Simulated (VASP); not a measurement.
# CdHg2Se3 in VASP: further runs

Runs on CdHg2Se3. Level: PBE. Tasks: single point.

Program: VASP 6.6.1. These are calculated values, not measurements. Logs are shortened: lines on timing, memory, paths and dates and some standing lists are left out, and cuts for length are marked.

### 1 The cell of the first run

The structure is trigonal, space group P3m1 (No. 156). Conventional cell: a = 4.414 Å, b = 4.414 Å, c = 10.794 Å, α = 90.00°, β = 90.00°, γ = 120.00°. Within 3.5 Å of Cd (site symmetry 3m) lie 4 Se at 2.69 Å. Hg (site symmetry 3m) has 4 Se at 2.71 Å within 3.6 Å. Hg (site symmetry 3m) has 4 Se at 2.71 Å within 3.6 Å. Within 3.5 Å of Se (site symmetry 3m) lie 1 Cd at 2.69 Å and 3 Hg at 2.71 Å. Within 3.6 Å of Se (site symmetry 3m) lie 4 Hg at 2.71 Å. Se (site symmetry 3m) has 3 Cd at 2.69 Å and 1 Hg at 2.71 Å within 3.5 Å.

### 2 Single point, PBE

Contents of INCAR:

```
ALGO = Normal
EDIFF = 1E-6
ENCUT = 520
GGA = PE
ISIF = 2
ISMEAR = 0
LASPH = True
LCHARG = False
LREAL = False
LWAVE = False
NBANDS = 66
NELM = 80
PREC = Accurate
SIGMA = 0.2
```

Contents of KPOINTS:

```
k-points
0
Gamma
  6 6 1
```

Contents of POSCAR:

```
CdHg2Se3
1.0
    4.4141376028      0.0000000000      0.0000000000
   -2.2070688014      3.8227552998      0.0000000000
    0.0000000000      0.0000000000     21.5877948559
Cd Hg Se
2 4 6
Direct
    0.0000000000      0.0000000000      0.0004506686
    0.0000000000      0.0000000000      0.5004506686
    0.6666666667      0.3333333333      0.3337842601
    0.6666666667      0.3333333333      0.8337842601
    0.3333333333      0.6666666667      0.1661096950
    0.3333333333      0.6666666667      0.6661096950
    0.0000000000      0.0000000000      0.3758345567
    1.0000000000      1.0000000000      0.8758345567
    0.6666666667      0.3333333333      0.2084154689
    0.6666666667      0.3333333333      0.7084154689
    0.3333333333      0.6666666667      0.0404053507
    0.3333333333      0.6666666667      0.5404053507
```

Potentials or basis: VASP PAW PBE potentials, release 64 (Cd, Hg, Se).

The run is started by

```
> cat potpaw_PBE.64/Cd/POTCAR potpaw_PBE.64/Hg/POTCAR potpaw_PBE.64/Se/POTCAR > POTCAR
> mpirun -np 1 vasp_std > vasp.out
```

OUTCAR:

```text
EDIFF = 1E-6
   ENCUT = 520
   GGA = PE
   ISIF = 2
   ISMEAR = 0
   LASPH = True
   LREAL = False
   NELM = 80
   PREC = Accurate

 ion  position               nearest neighbor table
   1  0.000  0.000  0.000-   8 2.69  11 2.69  11 2.69  11 2.69
   2  0.000  0.000  0.500-   7 2.69  12 2.69  12 2.69  12 2.69
   3  0.667  0.333  0.334-   7 2.71   7 2.71   7 2.71   9 2.71
   4  0.667  0.333  0.834-   8 2.71   8 2.71   8 2.71  10 2.71
   5  0.333  0.667  0.166-   9 2.71   9 2.71   9 2.71  11 2.71
   6  0.333  0.667  0.666-  10 2.71  10 2.71  10 2.71  12 2.71
   7  0.000  0.000  0.376-   2 2.69   3 2.71   3 2.71   3 2.71
   8  0.000  0.000  0.876-   1 2.69   4 2.71   4 2.71   4 2.71
   9  0.667  0.333  0.208-   3 2.71   5 2.71   5 2.71   5 2.71
  10  0.667  0.333  0.708-   4 2.71   6 2.71   6 2.71   6 2.71
  11  0.333  0.667  0.040-   1 2.69   1 2.69   1 2.69   5 2.71
  12  0.333  0.667  0.540-   2 2.69   2 2.69   2 2.69   6 2.71
[... 7 lines left out ...]
 A1 = (   4.4141376028,   0.0000000000,   0.0000000000)
 A2 = (  -2.2070688014,   3.8227552998,   0.0000000000)
 A3 = (   0.0000000000,   0.0000000000,  21.5877948559)

Analysis of symmetry for initial positions (statically):
=====================================================================
 Subroutine PRICEL returns following result:

  LATTYP: Found a hexagonal cell.
 ALAT       =     4.4141376028
 C/A-ratio  =     2.4453015287

  Lattice vectors:

 A1 = (   4.4141376028,   0.0000000000,   0.0000000000)
 A2 = (  -2.2070688014,   3.8227552998,   0.0000000000)
 A3 = (   0.0000000000,   0.0000000000,  10.7938974280)

   2 primitive cells build up your supercell.

 Routine SETGRP: Setting up the symmetry group for a
 hexagonal supercell.

 Subroutine GETGRP returns: Found  6 space group operations
 (whereof  6 operations were pure point group operations)
 out of a pool of 24 trial point group operations.

The static configuration has the point symmetry C_3v.

Analysis of symmetry for dynamics (positions and initial velocities):
=====================================================================
 Subroutine PRICEL returns following result:

  LATTYP: Found a hexagonal cell.
 ALAT       =     4.4141376028
 C/A-ratio  =     2.4453015287

  Lattice vectors:

[... 110 lines left out ...]
   ISYM   =      2    0-nonsym 1-usesym 2-fastsym
   POTIM  = 0.5000    time-step for ionic-motion
   TEBEG  =    0.0;   TEEND  =   0.0 temperature during run
   PSTRESS=    0.0 pullay stress
   NELECT =     108.0000    total number of electrons
   NUPDOWN=      -1.0000    fix difference up-down
   EMIN   =  10.00;   EMAX   =-10.00  energy-range for DOS
   EFERMI =   0.00;   METHOD = LEGACY
   ISMEAR =     0;   SIGMA  =   0.20  broadening in eV -4-tet -1-fermi 0-gaus
   EFERMI_NEDOS =   21; number of points for ismear=-14 and -15
   IALGO  =     38    algorithm
   IMIX   =      4    mixing-type and parameters
     AMIX     =   0.40;   BMIX     =  1.00
     AMIX_MAG =   1.60;   BMIX_MAG =  1.00
  volume/ion in A,a.u.               =      30.36       204.85
  Fermi-wavevector in a.u.,A,eV,Ry     =   1.091623  2.062868 16.213246  1.191640
  Thomas-Fermi vector in A             =   2.227872
   LORBIT       =      0    0 simple, 1 ext, 2 COOP (PROOUT), +10 PAW based schemes
   GGA     = PE    functional components
   LHFCALC =     F    Hartree Fock is set to
   AEXX    =    0.0000 exact exchange contribution
   IVDW    =     0    specifies the selected vdW correction
   LEPSILON=     F    determine dielectric tensor
   LRPA    =     F    only Hartree local field effects (RPA)
 non-spin polarized calculation
 Gauss-broadening in eV      SIGMA  =   0.20
  energy-cutoff  :      520.00
  volume of cell :      364.28
 maximum number of plane-waves:      9846
 NGX is ok and might be reduce to    36

 number of electron     108.0000005 magnetization

 Free energy of the ion-electron system (eV)
  ---------------------------------------------------
  ext. energy  EPLUGINS =         0.00000000
  ---------------------------------------------------
  free energy    TOTEN  =       -27.31506965 eV

  energy without entropy =      -27.30273167  energy(sigma->0) =      -27.30890066

 E-fermi :   0.9392     XC(G=0):  -8.6436

 val. band max:        0.8506174534   @ k =   0.0000   0.0000   0.0000
 cond. band min:       1.6818636648   @ k =   0.0000   0.0000   0.0000
 fundamental gap:      0.8312462114
 Fermi energy:         0.9391634991

 k-point     1 :       0.0000    0.0000    0.0000
  band No.  band energies     occupation
      1     -11.9026      2.00000
      2     -11.8554      2.00000
      3     -11.7519      2.00000
      4     -11.6529      2.00000
      5     -11.5487      2.00000
      6     -11.4970      2.00000
[... 472 lines left out ...]
     65       6.0936      0.00000
     66       6.1919      0.00000

------------------------ aborting loop because EDIFF is reached ----------------------------------------

  FORCE on cell =-STRESS in cart. coord.  units (eV):
  Direction    XX          YY          ZZ          XY          YZ          ZX
  --------------------------------------------------------------------------------------
  -------------------------------------------------------------------------------------
  Total        0.5592128      0.5592128      0.4619494      0.0000000     -0.0000000      0.0000000
  in kB        2.4595580      2.4595580      2.0317691      0.0000000     -0.0000000      0.0000000
  external PRESSURE =       2.3169617 kB  Pullay stress =       0.0000000 kB

 VOLUME and BASIS-vectors are now :
 -----------------------------------------------------------------------------
  energy-cutoff  :      520.00
  volume of cell :      364.28
      direct lattice vectors                 reciprocal lattice vectors
     4.414137603  0.000000000  0.000000000     0.226544818  0.130795712  0.000000000
    -2.207068801  3.822755300  0.000000000     0.000000000  0.261591423  0.000000000
     0.000000000  0.000000000 21.587794856     0.000000000  0.000000000  0.046322471

 POSITION                                       TOTAL-FORCE (eV/Angst)
 -----------------------------------------------------------------------------------
      0.00000      0.00000      0.00973         0.000000      0.000000     -0.000432
      0.00000      0.00000     10.80363         0.000000      0.000000     -0.000432
      2.20707      1.27425      7.20567        -0.000000      0.000000     -0.003085
      2.20707      1.27425     17.99956        -0.000000      0.000000     -0.003085
     -0.00000      2.54850      3.58594        -0.000000      0.000000     -0.005500
     -0.00000      2.54850     14.37984        -0.000000      0.000000     -0.005500
      0.00000      0.00000      8.11344        -0.000000      0.000000      0.002485
      0.00000      0.00000     18.90734        -0.000000      0.000000      0.002485
      2.20707      1.27425      4.49923         0.000000     -0.000000      0.004296
      2.20707      1.27425     15.29313         0.000000     -0.000000      0.004296
     -0.00000      2.54850      0.87226        -0.000000     -0.000000      0.002236
     -0.00000      2.54850     11.66616        -0.000000     -0.000000      0.002236
 -----------------------------------------------------------------------------------
    total drift:                                0.000000      0.000000      0.000170

  FREE ENERGIE OF THE ION-ELECTRON SYSTEM (eV)
  ---------------------------------------------------
  free  energy   TOTEN  =       -27.3150696549 eV

  energy  without entropy=      -27.3027316714  energy(sigma->0) =      -27.30890066
```

stdout:

```text
POSCAR found type information on POSCAR CdHgSe
 POSCAR found :  3 types and      12 ions
 scaLAPACK will be used
 LDA part: xc-table for (Slater+PW92), standard interpolation
 POSCAR, INCAR and KPOINTS ok, starting setup
 FFT: planning ... GRIDC
 FFT: planning ... GRID_SOFT
 FFT: planning ... GRID
 WAVECAR not read
 entering main loop
```

Run time: 4.4 min. Hardware: 1 thread of Intel Xeon Platinum 8488C (Sapphire Rapids), shared host; peak memory 0.52 GiB.

What came out:

```yaml
Free_energy: -27.3151 eV
Pressure: 0.2 GPa
Largest_force: 0.005 eV/Å
Band_gap_on_the_k_mesh: zero (filled and empty bands touch)
```

Forces on the atoms (eV/Å):
```
Cd   0.000  0.000  0.000
Cd   0.000  0.000  0.000
Hg   0.000  0.000 -0.003
Hg   0.000  0.000 -0.003
Hg   0.000  0.000 -0.005
Hg   0.000  0.000 -0.005
Se   0.000  0.000  0.002
Se   0.000  0.000  0.002
Se   0.000  0.000  0.004
Se   0.000  0.000  0.004
Se   0.000  0.000  0.002
Se   0.000  0.000  0.002
```

Caveat: spin-orbit coupling is left out, which moves the levels of the heavy elements.

### 3 Single point, PBE

This run uses another cell than the first one: it holds 6 atoms, not 12.

Contents of INCAR:

```
SYSTEM = CdHg2Se3
PREC = Accurate ; ENCUT = 520
EDIFF = 1E-6 ; ISMEAR = 0
SIGMA = 0.1 ; LREAL = .FALSE.
LASPH = .TRUE. ; NELM = 80
ALGO = Normal ; ISIF = 2
LWAVE = .FALSE. ; LCHARG = .FALSE.
GGA = PE ; NBANDS = 36
```

Contents of KPOINTS:

```
regular mesh
0
G
  12 12 4
  0 0 0
```

Contents of POSCAR:

```
CdHg2Se3
1.0
    4.4141376028      0.0000000000      0.0000000000
   -2.2070688014      3.8227552998      0.0000000000
    0.0000000000      0.0000000000     10.7938974280
Cd Hg Se
1 2 3
Direct
    0.0000000000      0.0000000000      0.0009013372
    0.6666666667      0.3333333333      0.6675685201
    0.3333333333      0.6666666667      0.3322193900
    0.0000000000      0.0000000000      0.7516691133
    0.6666666667      0.3333333333      0.4168309379
    0.3333333333      0.6666666667      0.0808107014
```

Potentials or basis: VASP PAW PBE potentials, release 64 (Cd, Hg, Se).

The run is started by

```
> cat potpaw_PBE.64/Cd/POTCAR potpaw_PBE.64/Hg/POTCAR potpaw_PBE.64/Se/POTCAR > POTCAR
> mpirun -np 1 vasp_std > vasp.out
```

OUTCAR:

```text
SYSTEM = CdHg2Se3
   PREC = Accurate
   ENCUT = 520
   EDIFF = 1E-6
   ISMEAR = 0
   LREAL = .FALSE.
   LASPH = .TRUE.
   NELM = 80
   ISIF = 2
   GGA = PE

 ion  position               nearest neighbor table
   1  0.000  0.000  0.001-   4 2.69   6 2.69   6 2.69   6 2.69
   2  0.667  0.333  0.668-   4 2.71   4 2.71   4 2.71   5 2.71
   3  0.333  0.667  0.332-   5 2.71   5 2.71   5 2.71   6 2.71
   4  0.000  0.000  0.752-   1 2.69   2 2.71   2 2.71   2 2.71
   5  0.667  0.333  0.417-   2 2.71   3 2.71   3 2.71   3 2.71
   6  0.333  0.667  0.081-   1 2.69   1 2.69   1 2.69   3 2.71

  LATTYP: Found a hexagonal cell.
 ALAT       =     4.4141376028
 C/A-ratio  =     2.4453015287

  Lattice vectors:

 A1 = (   4.4141376028,   0.0000000000,   0.0000000000)
 A2 = (  -2.2070688014,   3.8227552998,   0.0000000000)
 A3 = (   0.0000000000,   0.0000000000,  10.7938974280)

Analysis of symmetry for initial positions (statically):
=====================================================================
 Subroutine PRICEL returns:
 Original cell was already a primitive cell.

 Routine SETGRP: Setting up the symmetry group for a
 hexagonal supercell.
[... 172 lines left out ...]
  free energy    TOTEN  =       -13.66426123 eV

  energy without entropy =      -13.66375587  energy(sigma->0) =      -13.66400855

 E-fermi :   0.9215     XC(G=0):  -8.6437

 val. band max:        0.8505747816   @ k =   0.0000   0.0000   0.0000
 cond. band min:       1.2791394852   @ k =   0.0000   0.0000   0.2500
 fundamental gap:      0.4285647035
 Fermi energy:         0.9215034765

 k-point     1 :       0.0000    0.0000    0.0000
  band No.  band energies     occupation
      1     -11.9026      2.00000
      2     -11.6533      2.00000
      3     -11.5499      2.00000
      4      -7.1659      2.00000
      5      -7.1659      2.00000
      6      -7.0133      2.00000
[... 925 lines left out ...]
     35       6.9140      0.00000
     36       7.3751      0.00000

 [... further k-points ...]
[... 5 lines left out ...]
  --------------------------------------------------------------------------------------
  -------------------------------------------------------------------------------------
  Total        0.2325778      0.2325778      0.2369997     -0.0000000      0.0000000      0.0000000
  in kB        2.0458707      2.0458707      2.0847676     -0.0000000      0.0000000      0.0000000
  external PRESSURE =       2.0588364 kB  Pullay stress =       0.0000000 kB

 VOLUME and BASIS-vectors are now :
 -----------------------------------------------------------------------------
  energy-cutoff  :      520.00
  volume of cell :      182.14
      direct lattice vectors                 reciprocal lattice vectors
     4.414137603  0.000000000  0.000000000     0.226544818  0.130795712  0.000000000
    -2.207068801  3.822755300  0.000000000     0.000000000  0.261591423  0.000000000
     0.000000000  0.000000000 10.793897428     0.000000000  0.000000000  0.092644942

 POSITION                                       TOTAL-FORCE (eV/Angst)
 -----------------------------------------------------------------------------------
      0.00000      0.00000      0.00973         0.000000     -0.000000      0.002078
      2.20707      1.27425      7.20567         0.000000     -0.000000      0.000438
     -0.00000      2.54850      3.58594        -0.000000      0.000000      0.000195
      0.00000      0.00000      8.11344        -0.000000      0.000000     -0.000982
      2.20707      1.27425      4.49923        -0.000000      0.000000     -0.001917
     -0.00000      2.54850      0.87226        -0.000000      0.000000      0.000187
 -----------------------------------------------------------------------------------
    total drift:                                0.000000      0.000000      0.000574

  FREE ENERGIE OF THE ION-ELECTRON SYSTEM (eV)
  ---------------------------------------------------
  free  energy   TOTEN  =       -13.6642612252 eV

  energy  without entropy=      -13.6637558713  energy(sigma->0) =      -13.66400855
```

OSZICAR:

```text
N       E                     dE             d eps       ncg     rms          rms(c)
DAV:   1     0.380313851386E+03    0.38031E+03   -0.24996E+04  4968   0.133E+03
DAV:   2     0.946600947914E+01   -0.37085E+03   -0.35818E+03  5380   0.322E+02
DAV:   3    -0.143868727111E+02   -0.23853E+02   -0.23658E+02  5892   0.791E+01
DAV:   4    -0.146571602197E+02   -0.27029E+00   -0.26985E+00  5688   0.800E+00
DAV:   5    -0.146592860413E+02   -0.21258E-02   -0.21255E-02  5784   0.699E-01    0.107E+01
DAV:   6    -0.136795897074E+02    0.97970E+00   -0.19474E+00  6332   0.128E+01    0.860E+00
DAV:   7    -0.136751761393E+02    0.44136E-02   -0.92243E-01  5424   0.427E+00    0.328E+00
DAV:   8    -0.136650443505E+02    0.10132E-01   -0.13926E-01  5348   0.311E+00    0.607E-01
DAV:   9    -0.136641734692E+02    0.87088E-03   -0.19228E-02  5488   0.134E+00    0.228E-01
DAV:  10    -0.136641609857E+02    0.12483E-04   -0.12278E-03  5600   0.317E-01    0.701E-02
DAV:  11    -0.136642870561E+02   -0.12607E-03   -0.52584E-04  5460   0.148E-01    0.323E-02
DAV:  12    -0.136642543051E+02    0.32751E-04   -0.14993E-04  5988   0.103E-01    0.150E-02
DAV:  13    -0.136642608059E+02   -0.65008E-05   -0.31068E-05  5420   0.216E-02    0.761E-03
DAV:  14    -0.136642612252E+02   -0.41928E-06   -0.46347E-06  4588   0.151E-02
   1 F= -.13664261E+02 E0= -.13664009E+02  d E =-.505354E-03
```

Run time: 5.9 min. Hardware: 1 thread of Intel Xeon Platinum 8488C (Sapphire Rapids), shared host; peak memory 0.6 GiB.

Results:

```
Free energy            : -13.6643 eV
Pressure               : 0.2 GPa
Band gap on the k mesh : zero (filled and empty bands touch)
```

Forces on the atoms (eV/Å):
```
Cd   0.000  0.000  0.002
Hg   0.000  0.000  0.000
Hg   0.000  0.000  0.000
Se   0.000  0.000 -0.001
Se   0.000  0.000 -0.002
Se   0.000  0.000  0.000
```

Caveat: spin-orbit coupling is left out, which moves the levels of the heavy elements.

[end of part 1 of 2]
